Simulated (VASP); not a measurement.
# CuAuS3 (P4mm) in VASP: notebook

The runs below take CuAuS3 through single point, relaxation of cell and atoms, with PBE.

All numbers are computed with VASP 6.6.1; they aren't measurements. Logs are shortened: lines on timing, memory, paths and dates and some standing lists are left out, and cuts for length are marked.

### 1 The cell of the first run

The structure is tetragonal, space group P4mm (No. 99). The conventional cell has a = 4.723 Å, b = 4.723 Å, c = 4.834 Å, α = 90.00°, β = 90.00°, γ = 90.00°. Cu (site symmetry 4mm) has 4 S at 2.36 Å within 3.1 Å. S (site symmetry 4mm) has 2 Au at 2.31 to 2.52 Å and 4 S at 2.44 Å within 3.1 Å. Within 3.1 Å of S (site symmetry 2mm) lie 2 Cu at 2.36 Å and 2 S at 2.44 Å and 2 Au at 3.05 Å. Within 3.1 Å of Au (site symmetry 4mm) lie 6 S at 2.31 to 3.05 Å.

### 2 Single point, PBE

The input, INCAR:

```
  ALGO = Normal
  EDIFF = 1E-6
  ENCUT = 520
  GGA = PE
  ISIF = 2
  ISMEAR = 0
  LASPH = T
  LCHARG = F
  LREAL = F
  LWAVE = F
  NBANDS = 28
  NELM = 80
  PREC = Accurate
  SIGMA = 0.1
```

The input, KPOINTS:

```
k-points
0
Gamma
  8 8 8
```

The input, POSCAR:

```
CuAuS3
1.0
    4.7228649050      0.0000000000      0.0000000000
    0.0000000000      4.7228649050      0.0000000000
    0.0000000000      0.0000000000      4.8341619717
Cu S Au
1 3 1
Direct
    0.0000000000      0.0000000000      0.2526708455
    0.5000000000      0.5000000000      1.1098452940
    0.0000000000      0.5000000000      0.2331292795
    0.5000000000      0.0000000000      0.2331292795
    0.5000000000      0.5000000000      0.6312253016
```

Potentials or basis: VASP PAW PBE potentials, release 64 (Cu, S, Au).

Run with:

```console
$ cat potpaw_PBE.64/Cu/POTCAR potpaw_PBE.64/S/POTCAR potpaw_PBE.64/Au/POTCAR > POTCAR
$ mpirun -np 1 vasp_std > vasp.out
```

OUTCAR:

```text
EDIFF = 1E-6
   ENCUT = 520
   GGA = PE
   ISIF = 2
   ISMEAR = 0
   LASPH = T
   LREAL = F
   NELM = 80
   PREC = Accurate

 ion  position               nearest neighbor table
   1  0.000  0.000  0.253-   3 2.36   4 2.36   3 2.36   4 2.36
   2  0.500  0.500  0.110-   5 2.31   4 2.44   3 2.44   4 2.44   3 2.44   5 2.52
   3  0.000  0.500  0.233-   1 2.36   1 2.36   2 2.44   2 2.44   5 3.05   5 3.05
   4  0.500  0.000  0.233-   1 2.36   1 2.36   2 2.44   2 2.44   5 3.05   5 3.05
   5  0.500  0.500  0.631-   2 2.31   2 2.52   4 3.05   3 3.05   4 3.05   3 3.05

  LATTYP: Found a simple tetragonal cell.
 ALAT       =     4.7228649050
 C/A-ratio  =     1.0235655834

  Lattice vectors:

 A1 = (   4.7228649050,   0.0000000000,   0.0000000000)
 A2 = (   0.0000000000,   4.7228649050,   0.0000000000)
 A3 = (   0.0000000000,   0.0000000000,   4.8341619717)

Analysis of symmetry for initial positions (statically):
=====================================================================
 Subroutine PRICEL returns:
 Original cell was already a primitive cell.

 Routine SETGRP: Setting up the symmetry group for a
 simple tetragonal supercell.

 Subroutine GETGRP returns: Found  8 space group operations
 (whereof  8 operations were pure point group operations)
 out of a pool of 16 trial point group operations.

The static configuration has the point symmetry C_4v.

Analysis of symmetry for dynamics (positions and initial velocities):
=====================================================================
 Subroutine PRICEL returns:
 Original cell was already a primitive cell.

 Routine SETGRP: Setting up the symmetry group for a
 simple tetragonal supercell.

 Subroutine GETGRP returns: Found  8 space group operations
 (whereof  8 operations were pure point group operations)
 out of a pool of 16 trial point group operations.

The dynamic configuration has the point symmetry C_4v.

 Subroutine INISYM returns: Found  8 space group operations
 (whereof  8 operations are pure point group operations),
 and found     1 'primitive' translations

----------------------------------------------------------------------------------------

                                     Primitive cell

  volume of cell :     107.8282

  direct lattice vectors                    reciprocal lattice vectors
     4.722864905  0.000000000  0.000000000     0.211735889  0.000000000  0.000000000
     0.000000000  4.722864905  0.000000000     0.000000000  0.211735889  0.000000000
     0.000000000  0.000000000  4.834161972     0.000000000  0.000000000  0.206861087

  length of vectors
     4.722864905  4.722864905  4.834161972     0.211735889  0.211735889  0.206861087

  position of ions in fractional coordinates (direct lattice)
     0.000000000  0.000000000  0.252670845
     0.500000000  0.500000000  0.109845294
     0.000000000  0.500000000  0.233129279
     0.500000000  0.000000000  0.233129279
     0.500000000  0.500000000  0.631225302

  ion indices of the primitive-cell ions
   primitive index   ion index
                 1           1
                 2           2
                 3           3
                 4           4
                 5           5

----------------------------------------------------------------------------------------

 KPOINTS: k-points

Automatic generation of k-mesh.
 Grid dimensions read from file:
 generate k-points for:    8    8    8

 Generating k-lattice:

  Cartesian coordinates                     Fractional coordinates (reciprocal lattice)
     0.026466986  0.000000000  0.000000000     0.125000000  0.000000000  0.000000000
     0.000000000  0.026466986  0.000000000     0.000000000  0.125000000  0.000000000
     0.000000000  0.000000000  0.025857636     0.000000000  0.000000000  0.125000000

  Length of vectors
     0.026466986  0.026466986  0.025857636

  Shift w.r.t. Gamma in fractional coordinates (k-lattice)
     0.000000000  0.000000000  0.000000000

 Subroutine IBZKPT returns following result:
 ===========================================

 Found     75 irreducible k-points:

[... 43 lines left out ...]

  energy without entropy =      -17.61507433  energy(sigma->0) =      -17.62040891

 E-fermi :   4.2878     XC(G=0):  -9.3946

 val. band max:        4.2840622976   @ k =   0.3750   0.2500   0.1250
 cond. band min:       4.2940803692   @ k =   0.3750   0.2500   0.2500
 fundamental gap:      0.0100180716
 Fermi energy:         4.2877686850

 k-point     1 :       0.0000    0.0000    0.0000
  band No.  band energies     occupation
      1     -11.9234      2.00000
      2      -8.0744      2.00000
      3      -6.9758      2.00000
      4      -2.8641      2.00000
      5      -2.8641      2.00000
      6      -0.6642      2.00000
[... 20 lines left out ...]
     27      10.7938      0.00000
     28      12.0008      0.00000

 k-point     2 :       0.1250    0.0000    0.0000
  band No.  band energies     occupation
      1     -11.8602      2.00000
      2      -8.1821      2.00000
      3      -7.1057      2.00000
      4      -2.8321      2.00000
      5      -2.5542      2.00000
      6      -0.5646      2.00000
[... 20 lines left out ...]
     27      10.8921      0.00000
     28      11.7900      0.00000

 k-point     3 :       0.2500    0.0000    0.0000
  band No.  band energies     occupation
      1     -11.6871      2.00000
      2      -8.5458      2.00000
      3      -7.2457      2.00000
      4      -2.7497      2.00000
      5      -1.9208      2.00000
      6      -0.3943      2.00000
[... 20 lines left out ...]
     27      10.9845      0.00000
     28      11.2076      0.00000

 k-point     4 :       0.3750    0.0000    0.0000
  band No.  band energies     occupation
      1     -11.4694      2.00000
      2      -8.9970      2.00000
      3      -7.2620      2.00000
      4      -2.6584      2.00000
      5      -1.3729      2.00000
      6      -0.6346      2.00000
[... 578 lines left out ...]
     27      10.8146      0.00000
     28      11.1552      0.00000

 k-point    23 :       0.3750    0.1250    0.1250
  band No.  band energies     occupation
      1     -11.3629      2.00000
      2      -8.9688      2.00000
      3      -7.5191      2.00000
      4      -2.4756      2.00000
      5      -1.5549      2.00000
      6      -0.9311      2.00000
[... 20 lines left out ...]
     27      10.5077      0.00000
     28      11.9451      0.00000

 k-point    24 :       0.5000    0.1250    0.1250
  band No.  band energies     occupation
      1     -11.2463      2.00000
      2      -9.1778      2.00000
      3      -7.5140      2.00000
      4      -2.4315      2.00000
      5      -1.3735      2.00000
      6      -1.1218      2.00000
[... 20 lines left out ...]
     27      10.4720      0.00000
     28      12.3340      0.00000

 [... further k-points ...]

------------------------ aborting loop because EDIFF is reached ----------------------------------------

  FORCE on cell =-STRESS in cart. coord.  units (eV):
  Direction    XX          YY          ZZ          XY          YZ          ZX
  --------------------------------------------------------------------------------------
  -------------------------------------------------------------------------------------
  Total        0.0009761      0.0009761     -0.0725875      0.0000000     -0.0000000      0.0000000
  in kB        0.0145032      0.0145032     -1.0785496      0.0000000     -0.0000000      0.0000000
  external PRESSURE =      -0.3498477 kB  Pullay stress =       0.0000000 kB

 VOLUME and BASIS-vectors are now :
 -----------------------------------------------------------------------------
  energy-cutoff  :      520.00
  volume of cell :      107.83
      direct lattice vectors                 reciprocal lattice vectors
     4.722864905  0.000000000  0.000000000     0.211735889  0.000000000  0.000000000
     0.000000000  4.722864905  0.000000000     0.000000000  0.211735889  0.000000000
     0.000000000  0.000000000  4.834161972     0.000000000  0.000000000  0.206861087

 POSITION                                       TOTAL-FORCE (eV/Angst)
 -----------------------------------------------------------------------------------
      0.00000      0.00000      1.22145        -0.000000      0.000000      0.002415
      2.36143      2.36143      0.53101        -0.000000      0.000000      0.009932
      0.00000      2.36143      1.12698         0.000000      0.000000     -0.004565
      2.36143      0.00000      1.12698        -0.000000      0.000000     -0.004565
      2.36143      2.36143      3.05145        -0.000000     -0.000000     -0.003217
 -----------------------------------------------------------------------------------
    total drift:                                0.000000      0.000000      0.000944

  FREE ENERGIE OF THE ION-ELECTRON SYSTEM (eV)
  ---------------------------------------------------
  free  energy   TOTEN  =       -17.6257434957 eV

  energy  without entropy=      -17.6150743278  energy(sigma->0) =      -17.62040891
```

Wall time 82 s (1 thread of Intel Xeon 6975P-C (Granite Rapids), shared host); peak memory 0.35 GiB.

Results:

| Property | Result |
| --- | --- |
| Free energy | -17.6257 eV |
| Pressure | 0.0 GPa |
| Largest force | 0.010 eV/Å |
| Band gap on the k mesh | zero (bands 20 and 21 overlap by 1.35 eV) |

Forces in eV/Å, atoms in the order of the input:
```
Cu   0.000  0.000  0.002
S    0.000  0.000  0.010
S    0.000  0.000 -0.005
S    0.000  0.000 -0.005
Au   0.000  0.000 -0.003
```

Stress tensor (GPa, compression positive):
```
 0.00  0.00  0.00
 0.00  0.00  0.00
 0.00  0.00 -0.11
```

Levels at points of the mesh, in eV from the Fermi level:
```
           k point  band 16  band 17  band 18  band 19  band 20  band 21  band 22  band 23  band 24  band 25
(0.00, 0.00, 0.00)    -2.42    -2.34    -2.34    -2.20    -1.30     0.76     1.85     3.19     3.19     5.55
(0.50, 0.00, 0.00)    -2.30    -2.14    -1.62    -1.47    -0.65    -0.58     0.57     3.33     3.36     5.96
(0.50, 0.50, 0.00)    -2.08    -2.07    -1.46    -0.61    -0.38    -0.38     0.99     1.41     4.06     4.06
(0.00, 0.00, 0.50)    -2.40    -2.40    -2.20    -1.00    -0.17     1.61     1.61     2.03     4.54     5.43
(0.50, 0.00, 0.50)    -2.26    -2.18    -1.43    -0.93    -0.13    -0.12     1.79     3.70     5.12     5.92
(0.50, 0.50, 0.50)    -1.92    -1.92    -1.69    -0.05    -0.05     0.57     1.42     2.71     5.16     5.86
```

Caveat: spin-orbit coupling is left out, which moves the levels of the heavy elements. With open d or f shells a metallic result of PBE can be an artefact of self-interaction; +U or a hybrid may open a gap.

### 3 Single point, PBE, collinear spin

This run uses another cell than the first one, of 22.16 Å³/atom.

The input, INCAR:

```
ALGO     = Normal         # electronic algorithm
EDIFF    = 1E-6           # SCF threshold, eV
ENCUT    = 520            # plane-wave cutoff, eV
GGA      = PE             # functional
ISIF     = 2              # what is computed and relaxed
ISMEAR   = 0              # smearing method
ISPIN    = 2              # spin polarisation
LASPH    = T              # aspherical terms in the spheres
LCHARG   = F              # write CHGCAR
LMAXMIX  = 4              # l up to which the mixer works
LORBIT   = 11             # projections on sites
LREAL    = F              # projectors in reciprocal space
LWAVE    = F              # write WAVECAR
MAGMOM   = 0.12 0.12 0 0 0 # initial moments
NBANDS   = 32             # bands
NELM     = 150            # most SCF steps
PREC     = Accurate       # precision mode
SIGMA    = 0.1            # smearing width, eV
```

The input, KPOINTS:

```
k-points
0
Gamma
  4 4 4
```

The input, POSCAR:

```
CuAuS3
1.0
    4.7510850855      0.0000000000      0.0000000000
    0.0000000000      4.7510850855      0.0000000000
    0.0000000000      0.0000000000      4.9090903942
Cu S Au
1 3 1
Direct
    0.0000000000      0.0000000000      0.2870425302
    0.5000000000      0.5000000000      0.9950058006
    0.0000000000      0.5000000000      0.3325965073
    0.5000000000      0.0000000000      0.3325965073
    0.5000000000      0.5000000000      0.5127586546
```

Potentials or basis: VASP PAW PBE potentials, release 64 (Cu, S, Au).

Run with:

```console
$ cat potpaw_PBE.64/Cu/POTCAR potpaw_PBE.64/S/POTCAR potpaw_PBE.64/Au/POTCAR > POTCAR
$ mpirun -np 1 vasp_std > vasp.out
```

Wall time 68 s (1 thread of Intel Xeon 6975P-C (Granite Rapids), shared host); peak memory 0.31 GiB.

It converged, with:

- Free energy: -17.2696 eV
- Pressure: 0.1 GPa
- Largest force: 0.007 eV/Å
- Band gap on the k mesh: zero (filled and empty bands overlap)
- Net moment: 0.00 μB per cell
- Valence electrons inside the program's atomic spheres: Cu 9.83; S 3.58, 3.59 (each value once); Au 9.66

Forces in eV/Å, atoms in the order of the input:
```
Cu   0.000  0.000 -0.001
S    0.000  0.000 -0.007
S    0.000  0.000  0.006
S    0.000  0.000  0.006
Au   0.000  0.000 -0.005
```

Levels at points of the mesh, in eV from the Fermi level:
Spin up:
| k point | band 16 | band 17 | band 18 | band 19 | band 20 | band 21 | band 22 | band 23 | band 24 | band 25 |
| --- | --- | --- | --- | --- | --- | --- | --- | --- | --- | --- |
| (0.00, 0.00, 0.00) | -2.08 | -1.93 | -1.84 | -1.84 | -0.56 | 0.33 | 0.33 | 1.50 | 2.41 | 5.54 |
| (0.50, 0.00, 0.00) | -2.13 | -2.12 | -2.01 | -1.45 | -0.44 | 0.26 | 0.36 | 3.62 | 4.70 | 6.18 |
| (0.50, 0.50, 0.00) | -1.99 | -1.77 | -1.77 | -0.52 | -0.52 | 1.03 | 1.32 | 4.26 | 4.65 | 6.29 |
| (0.00, 0.00, 0.50) | -2.00 | -1.29 | -1.29 | -0.82 | -0.82 | -0.72 | -0.28 | 1.99 | 5.17 | 6.19 |
| (0.50, 0.00, 0.50) | -2.11 | -1.44 | -1.38 | -0.82 | -0.35 | 0.50 | 1.37 | 4.09 | 5.74 | 6.01 |
| (0.50, 0.50, 0.50) | -1.76 | -1.76 | 0.51 | 0.51 | 0.98 | 1.33 | 1.79 | 2.75 | 5.58 | 5.60 |
Spin down:
```csv
k point,band 16,band 17,band 18,band 19,band 20,band 21,band 22,band 23,band 24,band 25
"(0.00, 0.00, 0.00)",-2.08,-1.93,-1.84,-1.84,-0.56,0.33,0.33,1.50,2.41,5.54
"(0.50, 0.00, 0.00)",-2.13,-2.12,-2.01,-1.45,-0.44,0.26,0.36,3.62,4.70,6.18
"(0.50, 0.50, 0.00)",-1.99,-1.77,-1.77,-0.52,-0.52,1.03,1.32,4.26,4.65,6.29
"(0.00, 0.00, 0.50)",-2.00,-1.29,-1.29,-0.82,-0.82,-0.71,-0.28,1.99,5.17,6.19
"(0.50, 0.00, 0.50)",-2.11,-1.44,-1.38,-0.82,-0.35,0.51,1.37,4.09,5.74,6.01
"(0.50, 0.50, 0.50)",-1.76,-1.76,0.51,0.51,0.98,1.33,1.79,2.75,5.58,5.60
```

Caveat: spin-orbit coupling is left out, which moves the levels of the heavy elements.

### 4 Relaxation of cell and atoms, PBE

This run uses another cell than the first one, of 22.16 Å³/atom.

The input, INCAR:

```
PREC = Accurate
ENCUT = 600
EDIFF = 1E-7
ISMEAR = 0
SIGMA = 0.1
LREAL = F
LASPH = T
NELM = 60
ALGO = Normal
ISIF = 3
LWAVE = F
LCHARG = F
GGA = PE
IBRION = 2
NSW = 100
EDIFFG = -0.01
```

The input, KPOINTS:

```
regular mesh
0
Gamma
  8 8 8
```

POSCAR is that of step 3.

Run with:

```console
$ cat potpaw_PBE.64/Cu/POTCAR potpaw_PBE.64/S/POTCAR potpaw_PBE.64/Au/POTCAR > POTCAR
$ mpirun -np 1 vasp_std > vasp.out
```

Wall time 45 min (1 thread of Intel Xeon 6975P-C (Granite Rapids), shared host); peak memory 0.44 GiB.

It converged, with:

```yaml
Free_energy: -17.6266 eV
Relaxed_volume: 21.56 Å³/atom
Relaxed_cell: a = 4.724 Å, b = 4.724 Å, c = 4.830 Å, α = 90.00°, β = 90.00°, γ = 90.00°
Space_group_after_relaxing_to_0.1_Å: P4mm (No. 99)
Energy_gained_by_relaxing: 48.4 meV/atom
Ionic_steps: 32
Pressure_after_relaxing: 0.0 GPa
Largest_force_after_relaxing: 0.005 eV/Å
Band_gap_on_the_k_mesh: zero (bands 20 and 21 overlap by 1.35 eV)
```

Forces on the atoms (eV/Å):
```
Cu   0.000  0.000  0.000
S    0.000  0.000 -0.005
S    0.000  0.000  0.000
S    0.000  0.000  0.000
Au   0.000  0.000  0.005
```

Step by step:
```csv
step,energy change (eV),largest force (eV/Å),pressure (GPa),volume (Å³)
1,0.0000,0.3390,0.02,110.81
2,-0.0134,0.2374,-0.05,110.85
3,-0.0257,0.1420,-0.10,110.90
4,-0.0325,0.1966,-0.07,110.58
5,-0.0382,0.4799,0.09,109.85
6,-0.0407,0.4588,0.09,109.77
7,-0.0475,0.3958,0.09,109.52
8,-0.0577,0.2716,0.12,109.03
9,-0.0698,0.0746,0.29,108.04
10,-0.1194,0.2446,1.38,106.07
11,-0.0884,0.9704,3.67,102.16
12,-0.1606,0.2837,1.93,105.06
13,-0.1939,0.2458,2.62,103.61
14,-0.2015,0.2240,2.38,103.89
15,-0.2038,0.2283,2.17,104.14
16,-0.2114,0.1838,1.84,104.62
17,-0.2271,0.1350,0.89,106.08
18,-0.2300,0.1230,-0.81,109.04
19,-0.2330,0.1280,-0.15,107.84
20,-0.2331,0.1284,-0.11,107.77
21,-0.2339,0.1237,-0.08,107.74
22,-0.2358,0.1097,0.00,107.66
23,-0.2359,0.1140,0.21,107.51
24,-0.2364,0.1011,0.12,107.58
25,-0.2372,0.0887,0.05,107.71
26,-0.2382,0.1144,-0.13,108.08
27,-0.2391,0.1004,-0.09,108.01
28,-0.2411,0.0553,0.03,107.79
29,-0.2414,0.0550,0.28,107.35
30,-0.2419,0.0128,0.17,107.54
31,-0.2420,0.0067,-0.14,108.03
32,-0.2421,0.0053,-0.01,107.81
```

Final structure:
```yaml
crystal:
  lattice:
    - [4.72447, 0.00000, 0.00000]
    - [0.00000, 4.72447, 0.00000]
    - [0.00000, 0.00000, 4.83021]
  atoms:
    - { symbol: Cu, position: [0.00000, 0.00000, 0.25282] }
    - { symbol: S, position: [0.50000, 0.50000, 0.11016] }
    - { symbol: S, position: [0.00000, 0.50000, 0.23295] }
    - { symbol: S, position: [0.50000, 0.00000, 0.23295] }
    - { symbol: Au, position: [0.50000, 0.50000, 0.63112] }
```

Levels at points of the mesh, in eV from the Fermi level:
```tsv
k point	band 17	band 18	band 19	band 20	band 21	band 22	band 23	band 24
(0.00, 0.00, 0.00)	-2.34	-2.34	-2.19	-1.29	0.76	1.84	3.20	3.20
(0.50, 0.00, 0.00)	-2.13	-1.61	-1.47	-0.65	-0.58	0.56	3.34	3.37
(0.50, 0.50, 0.00)	-2.07	-1.46	-0.60	-0.39	-0.39	0.98	1.41	4.10
(0.00, 0.00, 0.50)	-2.40	-2.19	-1.00	-0.16	1.62	1.62	2.03	4.55
(0.50, 0.00, 0.50)	-2.18	-1.43	-0.93	-0.13	-0.13	1.80	3.70	5.14
(0.50, 0.50, 0.50)	-1.91	-1.70	-0.05	-0.05	0.56	1.42	2.71	5.18
```

Caveat: spin-orbit coupling is left out, which moves the levels of the heavy elements. With open d or f shells a metallic result of PBE can be an artefact of self-interaction; +U or a hybrid may open a gap.

### 5 Summary

```tsv
task	spin	cell	k mesh	cutoff (eV)	gap on the mesh (eV)	pressure (GPa)	largest force (eV/Å)
single point	off	a = 4.723, b = 4.723, c = 4.834 Å, 5 atoms, atomic positions A	8 × 8 × 8	520	none	0.0	0.01
single point	collinear	a = 4.751, b = 4.751, c = 4.909 Å, 5 atoms, atomic positions B	4 × 4 × 4	520	none	0.1	0.01
relaxation of cell and atoms	off	relaxed from a = 4.751, b = 4.751, c = 4.909 Å, 5 atoms, atomic positions B	8 × 8 × 8	600	none	0.0	0.01
```

Alike in all rows: level PBE; potentials or basis VASP PAW PBE potentials, release 64 (Cu, S, Au); smearing gaussian 0.1 eV.

Caveats: spin-orbit coupling is left out, which moves the levels of the heavy elements.

Total energies depend on the potentials used, so only differences within one code and one set of settings carry meaning.

The gap in the log of VASP goes by the Fermi energy; the results here count the filled bands.